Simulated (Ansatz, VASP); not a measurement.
One calculation of Ga, two programs

The input INCAR:

```
SYSTEM = Ga
PREC     = Accurate       ! precision mode
ENCUT    = 600            ! plane-wave cutoff, eV
EDIFF    = 1E-6           ! SCF threshold, eV
ISMEAR   = -1             ! smearing method
SIGMA    = 0.05           ! smearing width, eV
LREAL    = .FALSE.        ! projectors in reciprocal space
LASPH    = .TRUE.         ! aspherical terms in the spheres
NELM     = 80             ! most SCF steps
ALGO     = Fast           ! electronic algorithm
ISIF     = 3              ! what is computed and relaxed
LWAVE    = .FALSE.        ! write WAVECAR
LCHARG   = .FALSE.        ! write CHGCAR
GGA      = RE             ! functional
IVDW     = 13             ! dispersion correction
IBRION   = 2              ! ionic algorithm
NSW      = 60             ! ionic steps
EDIFFG   = -0.01          ! ionic threshold
```

KPOINTS

```
regular mesh
0
G
  10 10 8
  0 0 0
```

File POSCAR:

```
Ga
1.0
    1.3830000000     -4.0265000000      0.0000000000
    1.3830000000      4.0265000000      0.0000000000
   -0.1174474948      0.0000000000      3.3299294416
Ga
2
Direct
    0.1310000000      0.8690000000      0.7500000000
    0.8690000000      0.1310000000      0.2500000000
```

The input input.yaml:

```yaml
crystal:
  lattice:
    - [1.383, -4.0265, 0.0]
    - [1.383, 4.0265, 0.0]
    - [-0.1174474948, 0.0, 3.3299294416]
  atoms:
    - { symbol: Ga, position: [0.131, 0.869, 0.75] }
    - { symbol: Ga, position: [0.869, 0.131, 0.25] }
hamiltonian:
  xc: revpbe
  pseudopotentials: { kind: paw }
  dispersion: d4
kpoints:
  mp_grid: { grid: [10, 10, 8] }
scf:
  occupations: { method: fermi_dirac, width: 0.05 }
output:
  forces: true
  stress: true
  eigenvalues: true
  write_density: true
  write_potential: true
  elf: true
  volumetric_format: npy
relax:
  f_tol: 0.01
  max_steps: 40
  cell: { stress_tol: 0.05 }
```

Alike in both runs: task relaxation of cell and atoms; functional revPBE; dispersion D4; k mesh 10 × 10 × 8; occupations fermi-dirac, width 0.05 eV; no spin polarisation.

|  | VASP | Ansatz |
| --- | --- | --- |
| version | VASP 6.6.1 | Ansatz 0.2.0 |
| potentials or method | VASP PAW PBE potentials, release 64 (Ga_d) | Ansatz PAW |
| plane-wave cutoff (eV) | 600 | 420 |
| valence electrons in the cell | 26 | 26 |

|  | VASP | Ansatz | Ansatz less VASP |
| --- | --- | --- | --- |
| gap on the k mesh at the Fermi level, each at its own relaxed structure (eV) | none | none | - |
| relaxed volume (Å³/atom) | 17.50 | 17.47 | -0.036 |
| relaxed cell length with the largest relative difference (Å) | 4.247 | 4.242 | -0.0052 |

VASP's potentials were made for PBE, not for revPBE. A gap of «none» marks a metal or a gap that the smearing closes.

Noted on Ansatz's run: the plane-wave basis is chosen anew once the cell has moved, so the energies of steps on either side of that aren't comparable.
